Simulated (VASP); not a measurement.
# Si8NO14 (a cell with a defect) in VASP: single point with PBE

Aim: the single point of Si8NO14 (a cell with a defect) with PBE.

Program: VASP 6.6.1. These are calculated values, not measurements. Logs are shortened: lines on timing, memory, paths and dates and some standing lists are left out, and cuts for length are marked.

**1. The cell of the first run**

The cell holds a defect, 23 atoms: a = 5.893 Å, b = 5.893 Å, c = 5.329 Å, α = 90.00°, β = 90.00°, γ = 90.00°.

**2. Single point, PBE**

Input file INCAR:

```
SYSTEM = Si8NO14
  PREC = Accurate
  ENCUT = 520
  EDIFF = 1E-7
  ISMEAR = 0
  SIGMA = 0.05
  LREAL = Auto
  LASPH = .True.
  NELM = 60
  ALGO = Normal
  ISIF = 2
  LWAVE = .False.
  LCHARG = .True.
  GGA = PE
  LELF = .True.
  LVHAR = .True.
  NBANDS = 78
  NELECT = 122.0
```

Input file KPOINTS:

```
regular mesh
0
Gamma
  2 2 2
  0 0 0
```

Input file POSCAR:

```
Si8NO14
1.0
   -4.1667000000     -4.1667000000      0.0000000000
    4.1667000000     -4.1667000000      0.0000000000
    0.0000000000      0.0000000000      5.3290000000
Si O N
8 14 1
Direct
    0.4993208054      0.5003544772     -0.0040138863
   -0.0006791946      0.5006830345      0.2506087446
    0.4993206854      0.5003548372      0.5052296866
   -0.0006791946      0.5003491972      0.7506081816
   -0.0006802746      0.0003615571     -0.0290923250
    0.4993200854      0.0003830369      0.2506078063
   -0.0006807546      0.0003387573      0.5302978045
    0.4993202054      0.0003958768      0.7506070557
    0.2003568771      0.5002776778     -0.0140332145
    0.7982841337      0.5002773178     -0.0140334021
    0.2003575971      0.5002762378      0.5152495778
   -0.0006793146      0.1997116423      0.7505961719
    0.7982834137      0.5002758778      0.5152497654
   -0.0006796746      0.8009679123      0.7506123100
    0.6897637219      0.0003701970     -0.0110435354
    0.4993208054      0.6951297190      0.2506072434
    0.3088771690      0.0003699570     -0.0110435354
    0.4993204454      0.3055740754      0.2506081816
    0.6897628819      0.0003659971      0.5122583974
    0.4993204454      0.6957360741      0.7506081816
    0.3088782490      0.0003657571      0.5122583974
    0.4993202054      0.3049774402      0.7506079940
   -0.0006788346      0.0002900377      0.2506025521
```

Potentials or basis: VASP PAW PBE potentials, release 64 (Si, O, N).

Command:

```bash
cat potpaw_PBE.64/Si/POTCAR potpaw_PBE.64/O/POTCAR potpaw_PBE.64/N/POTCAR > POTCAR
mpirun -np 1 vasp_std > vasp.out
```

OUTCAR:

```text
SYSTEM = Si8NO14
   PREC = Accurate
   ENCUT = 520
   EDIFF = 1E-7
   ISMEAR = 0
   LREAL = Auto
   LASPH = .True.
   NELM = 60
   ISIF = 2
   GGA = PE
   NELECT = 122.0

 ion  position               nearest neighbor table
   1  0.499  0.500  0.996-  22 1.74  20 1.74  10 1.76   9 1.76  16 1.78  18 1.78   3 2.62   3 2.71

   2  0.999  0.501  0.251-  11 1.84   9 1.84  13 1.84  10 1.84   4 2.66   4 2.66
   3  0.499  0.500  0.505-  22 1.74  20 1.74  13 1.76  11 1.76  16 1.78  18 1.78   1 2.62   1 2.71

   4  0.999  0.500  0.751-   9 1.73  10 1.73  11 1.73  13 1.73  14 1.77  12 1.77   2 2.66   2 2.66

   5  0.999  0.000  0.971-  23 1.49  12 1.66  14 1.66  15 1.83  17 1.83   7 2.35   7 2.98
   6  0.499  0.000  0.251-  21 1.79  19 1.79  17 1.79  15 1.79  18 1.80  16 1.80   8 2.66   8 2.66

   7  0.999  0.000  0.530-  23 1.49  12 1.66  14 1.66  19 1.83  21 1.83   5 2.35   5 2.98
   8  0.499  0.000  0.751-  21 1.69  19 1.69  17 1.69  15 1.69  22 1.79  20 1.80   6 2.66   6 2.66

   9  0.200  0.500  0.986-   4 1.73   1 1.76   2 1.84
  10  0.798  0.500  0.986-   4 1.73   1 1.76   2 1.84
  11  0.200  0.500  0.515-   4 1.73   3 1.76   2 1.84
  12  0.999  0.200  0.751-   5 1.66   7 1.66   4 1.77
  13  0.798  0.500  0.515-   4 1.73   3 1.76   2 1.84
  14  0.999  0.801  0.751-   7 1.66   5 1.66   4 1.77
  15  0.690  0.000  0.989-   8 1.69   6 1.79   5 1.83
  16  0.499  0.695  0.251-   1 1.78   3 1.78   6 1.80
  17  0.309  0.000  0.989-   8 1.69   6 1.79   5 1.83
  18  0.499  0.306  0.251-   3 1.78   1 1.78   6 1.80
  19  0.690  0.000  0.512-   8 1.69   6 1.79   7 1.83
  20  0.499  0.696  0.751-   1 1.74   3 1.74   8 1.80
  21  0.309  0.000  0.512-   8 1.69   6 1.79   7 1.83
  22  0.499  0.305  0.751-   1 1.74   3 1.74   8 1.79
  23  0.999  0.000  0.251-   5 1.49   7 1.49

  LATTYP: Found a simple tetragonal cell.
 ALAT       =     5.8926036503
 C/A-ratio  =     0.9043540540

  Lattice vectors:

 A1 = (  -4.1667000000,  -4.1667000000,   0.0000000000)
 A2 = (   4.1667000000,  -4.1667000000,   0.0000000000)
 A3 = (   0.0000000000,   0.0000000000,   5.3290000000)

Analysis of symmetry for initial positions (statically):
=====================================================================
 Subroutine PRICEL returns:
 Original cell was already a primitive cell.

 Routine SETGRP: Setting up the symmetry group for a
 simple tetragonal supercell.

 Subroutine GETGRP returns: Found  2 space group operations
 (whereof  1 operations were pure point group operations)
 out of a pool of 16 trial point group operations.

The static configuration has the point symmetry C_1 .
 The point group associated with its full space group is C_1h.

Analysis of symmetry for dynamics (positions and initial velocities):
=====================================================================
 Subroutine PRICEL returns:
 Original cell was already a primitive cell.

 Routine SETGRP: Setting up the symmetry group for a
 simple tetragonal supercell.

 Subroutine GETGRP returns: Found  2 space group operations
 (whereof  1 operations were pure point group operations)
 out of a pool of 16 trial point group operations.

The dynamic configuration has the point symmetry C_1 .
 The point group associated with its full space group is C_1h.

 Subroutine INISYM returns: Found  2 space group operations
 (whereof  1 operations are pure point group operations),
 and found     1 'primitive' translations

----------------------------------------------------------------------------------------

                                     Primitive cell

  volume of cell :     185.0377

  direct lattice vectors                    reciprocal lattice vectors
    -4.166700000 -4.166700000  0.000000000    -0.119999040 -0.119999040  0.000000000
     4.166700000 -4.166700000  0.000000000     0.119999040 -0.119999040  0.000000000
     0.000000000  0.000000000  5.329000000     0.000000000  0.000000000  0.187652468

  length of vectors
     5.892603650  5.892603650  5.329000000     0.169704270  0.169704270  0.187652468

  position of ions in fractional coordinates (direct lattice)
     0.499320805  0.500354477  0.995986114
     0.999320805  0.500683034  0.250608745
     0.499320685  0.500354837  0.505229687
     0.999320805  0.500349197  0.750608182
     0.999319725  0.000361557  0.970907675
     0.499320085  0.000383037  0.250607806
[... 15 lines left out ...]
     0.499320205  0.304977440  0.750607994
     0.999321165  0.000290038  0.250602552

  ion indices of the primitive-cell ions
   primitive index   ion index
                 1           1
                 2           2
                 3           3
                 4           4
                 5           5
                 6           6
[... 15 lines left out ...]
                22          22
                23          23

----------------------------------------------------------------------------------------

 KPOINTS: regular mesh

Automatic generation of k-mesh.
 Grid dimensions read from file:
 generate k-points for:    2    2    2

 Generating k-lattice:

  Cartesian coordinates                     Fractional coordinates (reciprocal lattice)
    -0.059999520 -0.059999520  0.000000000     0.500000000  0.000000000  0.000000000
     0.059999520 -0.059999520  0.000000000     0.000000000  0.500000000  0.000000000
     0.000000000  0.000000000  0.093826234     0.000000000  0.000000000  0.500000000

  Length of vectors
     0.084852135  0.084852135  0.093826234

  Shift w.r.t. Gamma in fractional coordinates (k-lattice)
     0.000000000  0.000000000  0.000000000

 Subroutine IBZKPT returns following result:
 ===========================================

 Found      8 irreducible k-points:

 Following reciprocal coordinates:
            Coordinates               Weight
  0.000000  0.000000  0.000000      1.000000
  0.500000  0.000000  0.000000      1.000000
  0.000000  0.500000  0.000000      1.000000
  0.500000  0.500000  0.000000      1.000000
  0.000000  0.000000  0.500000      1.000000
  0.500000  0.000000  0.500000      1.000000
  0.000000  0.500000  0.500000      1.000000
  0.500000  0.500000  0.500000      1.000000
   k-points           NKPTS =      8   k-points in BZ     NKDIM =      8   number of bands    NBANDS=     78
   number of dos      NEDOS =    301   number of ions     NIONS =     23
   total plane-waves  NPLWV =  92160
   dimension x,y,z NGX =    48 NGY =   48 NGZ =   40
   dimension x,y,z NGXF=    96 NGYF=   96 NGZF=   80
   ions per type =               8  14   1
   NGX,Y,Z   is equivalent  to a cutoff of  13.54, 13.54, 12.48 a.u.
   NGXF,Y,Z  is equivalent  to a cutoff of  27.08, 27.08, 24.96 a.u.
 SYSTEM =  Si8NO14
   PREC   = accura    normal or accurate (medium, high low for compatibility)
   ISTART =      0    job   : 0-new  1-cont  2-samecut
   ICHARG =      2    charge: 1-file 2-atom 10-const
   ISPIN  =      1    spin polarized calculation?
   LNONCOLLINEAR =      F non collinear calculations
   LSORBIT =      F    spin-orbit coupling
   LASPH  =      T    aspherical Exc in radial PAW
   ENCUT  =  520.0 eV  38.22 Ry    6.18 a.u.  10.96 10.96  9.91*2*pi/ulx,y,z
   NELM   =     60;   NELMIN=  2; NELMDL= -5     # of ELM steps
   EDIFF  = 0.1E-06   stopping-criterion for ELM
   LREAL  =      T    real-space projection
   EDIFFG = 0.1E-05   stopping-criterion for IOM
   NSW    =      0    number of steps for IOM
   IBRION =     -1    ionic relax: 0-MD 1-quasi-New 2-CG
   NFREE  =      0    steps in history (QN), initial steepest desc. (CG)
   ISIF   =      2    stress and relaxation
   ISYM   =      2    0-nonsym 1-usesym 2-fastsym
   POTIM  = 0.5000    time-step for ionic-motion
   TEBEG  =    0.0;   TEEND  =   0.0 temperature during run
   PSTRESS=    0.0 pullay stress
   NELECT =     122.0000    total number of electrons
   NUPDOWN=      -1.0000    fix difference up-down
   EMIN   =  10.00;   EMAX   =-10.00  energy-range for DOS
   EFERMI =   0.00;   METHOD = LEGACY
   ISMEAR =     0;   SIGMA  =   0.05  broadening in eV -4-tet -1-fermi 0-gaus
   EFERMI_NEDOS =   21; number of points for ismear=-14 and -15
   IALGO  =     38    algorithm
   IMIX   =      4    mixing-type and parameters
     AMIX     =   0.40;   BMIX     =  1.00
     AMIX_MAG =   1.60;   BMIX_MAG =  1.00
  volume/ion in A,a.u.               =       8.05        54.29
  Fermi-wavevector in a.u.,A,eV,Ry     =   1.424868  2.692611 27.623222  2.030250
  Thomas-Fermi vector in A             =   2.545313
   LORBIT       =      0    0 simple, 1 ext, 2 COOP (PROOUT), +10 PAW based schemes
   GGA     = PE    functional components
   LHFCALC =     F    Hartree Fock is set to
   AEXX    =    0.0000 exact exchange contribution
   IVDW    =     0    specifies the selected vdW correction
   LEPSILON=     F    determine dielectric tensor
   LRPA    =     F    only Hartree local field effects (RPA)
 non-spin polarized calculation
 Gauss-broadening in eV      SIGMA  =   0.05
  energy-cutoff  :      520.00
  volume of cell :      185.04
 maximum number of plane-waves:      5000
 NGX is ok and might be reduce to    48
   NGX = 21   NGY = 21   NGZ = 19

 number of electron     121.9999927 magnetization

 Free energy of the ion-electron system (eV)
  ---------------------------------------------------
  ext. energy  EPLUGINS =         0.00000000
  ---------------------------------------------------
  free energy    TOTEN  =      -156.77934497 eV

  energy without entropy =     -156.77777697  energy(sigma->0) =     -156.77856097

 E-fermi :  12.3220     XC(G=0): -12.1325

 val. band max:       12.2605078886   @ k =   0.5000   0.5000   0.0000
 cond. band min:      12.3837242262   @ k =   0.5000   0.5000   0.5000
 fundamental gap:      0.1232163376
 Fermi energy:        12.3219646843

 k-point     1 :       0.0000    0.0000    0.0000
  band No.  band energies     occupation
      1     -15.0848      2.00000
      2     -13.7705      2.00000
      3     -12.8877      2.00000
      4     -12.6851      2.00000
      5     -11.9550      2.00000
      6     -11.9243      2.00000
[... 65 lines left out ...]
     72      17.3926      0.00000
     73      18.0698      0.00000
[... 530 lines left out ...]
     72      17.9036      0.00000
     73      18.4039      0.00000
 [bands above 73 left out]

------------------------ aborting loop because EDIFF is reached ----------------------------------------

  FORCE on cell =-STRESS in cart. coord.  units (eV):
  Direction    XX          YY          ZZ          XY          YZ          ZX
  --------------------------------------------------------------------------------------
  -------------------------------------------------------------------------------------
  Total       42.0435448     42.0435448     77.4538402      2.3317904      0.0018056     -0.0018056
  in kB      364.0405208    364.0405208    670.6460274     20.1901667      0.0156341     -0.0156340
  external PRESSURE =     466.2423563 kB  Pullay stress =       0.0000000 kB

 VOLUME and BASIS-vectors are now :
 -----------------------------------------------------------------------------
  energy-cutoff  :      520.00
  volume of cell :      185.04
      direct lattice vectors                 reciprocal lattice vectors
    -4.166700000 -4.166700000  0.000000000    -0.119999040 -0.119999040  0.000000000
     4.166700000 -4.166700000  0.000000000     0.119999040 -0.119999040  0.000000000
     0.000000000  0.000000000  5.329000000     0.000000000  0.000000000  0.187652468

 POSITION                                       TOTAL-FORCE (eV/Angst)
 -----------------------------------------------------------------------------------
      0.00431     -4.16535      5.30761        -0.001118      0.001118      0.032759
     -2.07767     -6.25007      1.33549        -0.000719      0.000719      0.000490
      0.00431     -4.16535      2.69237        -0.000575      0.000575     -0.033467
     -2.07906     -6.24867      3.99999        -0.004460      0.004460      0.000342
     -4.16236     -4.16537      5.17397         0.001416     -0.001416     -0.040202
     -2.07892     -2.08211      1.33549        -0.001473      0.001473      0.000320
[... 15 lines left out ...]
     -0.80977     -3.35127      3.99999        -0.125112      0.125112      0.001222
     -4.16266     -4.16508      1.33546         0.002919     -0.002919     -0.000230
 -----------------------------------------------------------------------------------
    total drift:                               -0.040307     -0.048449      0.021218

  FREE ENERGIE OF THE ION-ELECTRON SYSTEM (eV)
  ---------------------------------------------------
  free  energy   TOTEN  =      -156.7793449697 eV

  energy  without entropy=     -156.7777769652  energy(sigma->0) =     -156.77856097
```

It took 2.1 min on 1 thread of Intel Xeon Platinum 8488C (Sapphire Rapids), shared host; peak memory 0.32 GiB.

What came out:

```
Free energy   : -156.7793 eV
Largest force : 0.344 eV/Å
```

Forces in eV/Å, atoms in the order of the input:
```
Si  -0.001  0.001  0.033
Si  -0.001  0.001  0.000
Si  -0.001  0.001 -0.033
Si  -0.004  0.004  0.000
Si   0.001 -0.001 -0.040
Si  -0.001  0.001  0.000
Si   0.002 -0.002  0.040
Si  -0.002  0.002  0.001
O   -0.053 -0.055 -0.336
O    0.055  0.053 -0.336
O   -0.054 -0.056  0.335
O   -0.025  0.025  0.001
O    0.056  0.054  0.335
O    0.022 -0.022  0.001
O   -0.019 -0.019  0.037
O   -0.023  0.023  0.002
O    0.019  0.019  0.037
O    0.023 -0.023 -0.001
O   -0.019 -0.019 -0.039
O    0.127 -0.127  0.001
O    0.019  0.019 -0.039
O   -0.125  0.125  0.001
N    0.003 -0.003  0.000
```

Levels at points of the mesh, in eV from the Fermi level:
```
           k point  band 57  band 58  band 59  band 60  band 61  band 62  band 63  band 64  band 65  band 66
(0.00, 0.00, 0.00)    -5.81    -5.45    -4.82    -2.88    -1.33     1.36     1.38     2.26     3.14     3.42
(0.50, 0.00, 0.00)    -6.19    -5.72    -4.55    -3.56    -1.06     1.52     1.94     2.88     3.32     3.59
(0.00, 0.50, 0.00)    -5.45    -5.38    -5.23    -2.90    -0.43    -0.22     2.43     2.68     3.09     3.36
(0.50, 0.50, 0.00)    -6.09    -5.86    -5.29    -3.38    -0.27    -0.06     2.77     3.42     3.82     3.91
(0.00, 0.00, 0.50)    -5.74    -5.14    -5.14    -2.65    -0.44     1.63     1.86     2.98     3.03     3.39
(0.50, 0.00, 0.50)    -5.80    -5.61    -5.07    -3.27    -0.58     1.58     2.07     3.00     3.30     3.92
(0.00, 0.50, 0.50)    -5.36    -5.29    -5.23    -2.65     0.11     0.53     1.62     3.50     3.81     3.83
(0.50, 0.50, 0.50)    -5.71    -5.61    -5.01    -3.27     0.06     0.42     1.79     4.13     4.30     4.48
```

Caveat: the k points lie up to 0.59 Å⁻¹ apart; the cell carries a net charge on a neutralising background, which shifts energy and pressure; the cell is charged against a uniform background, so pressure and absolute levels hang on convention.
